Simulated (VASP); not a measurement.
Write the native input for VASP 6.6.1 that does the following.

| Property | Result |
| --- | --- |
| Task | single point |
| Functional | r2SCAN |
| Dispersion | rVV10 |
| Potentials or basis | VASP PAW PBE potentials, release 64 (In_d) |
| Cutoff | 520 eV |
| k mesh | 18 × 18 × 18 |
| Occupations | gaussian, width 0.1 eV |
| Spin | no spin polarisation |
| Dipole correction | no |
| Further INCAR settings | ALGO = Normal; EDIFF = 1e-06; NBANDS = 12 |

In:

```xyz
1
Lattice="-1.6564 1.6564 2.3454 1.6564 -1.6564 2.3454 1.6564 1.6564 -2.3454" Properties=species:S:1:pos:R:3 pbc="T T T"
In    0.0000    0.0000    0.0000
```

This isn't the form of In at room conditions, which is tetragonal.

These files were run (other wordings do the same):

POSCAR

```
In
1.0
   -1.6563702815      1.6563702815      2.3453525742
    1.6563702815     -1.6563702815      2.3453525742
    1.6563702815      1.6563702815     -2.3453525742
In
1
Direct
    0.0000000000      0.0000000000      0.0000000000
```

INCAR.step1

```
PREC = Accurate ; ENCUT = 520
ISMEAR = 0 ; SIGMA = 0.1
LREAL = F ; LASPH = T
NELM = 60 ; NBANDS = 12
GGA = PE ; ALGO = Normal
EDIFF = 1E-4 ; LWAVE = T
LCHARG = F
```

INCAR.step2

```
PREC = Accurate ; ENCUT = 520
EDIFF = 1E-6 ; ISMEAR = 0
SIGMA = 0.1 ; LREAL = F
LASPH = T ; NELM = 60
ALGO = Normal ; ISIF = 2
LWAVE = F ; LCHARG = F
METAGGA = R2SCAN ; LMIXTAU = T
LUSE_VDW = T ; IVDW_NL = 2
BPARAM = 11.95 ; CPARAM = 0.0093
NBANDS = 12 ; ISTART = 1
```

KPOINTS

```
Automatic mesh
0
Gamma
  18 18 18
```

Potentials or basis: VASP PAW PBE potentials, release 64 (In_d).

Launch:

```console
$ cat potpaw_PBE.64/In_d/POTCAR > POTCAR
$ cp INCAR.step1 INCAR
$ mpirun -np 1 vasp_std > vasp.out
$ cp INCAR.step2 INCAR
$ mpirun -np 1 vasp_std > vasp.out
```

Results of the run:

```json
{
 "Pressure": "0.1 GPa",
 "Band gap on the k mesh": "zero (an odd number of electrons rules out a gap without spin polarisation)"
}
```

Caveat: the PAW data sets were made with another functional, which shifts forces and pressure a little; spin-orbit coupling is left out, which moves the levels of the heavy elements.

Run time: 9.2 min on 1 thread of AMD EPYC 7R13 Processor (Zen 3) (shared host), peak memory 0.34 GiB.
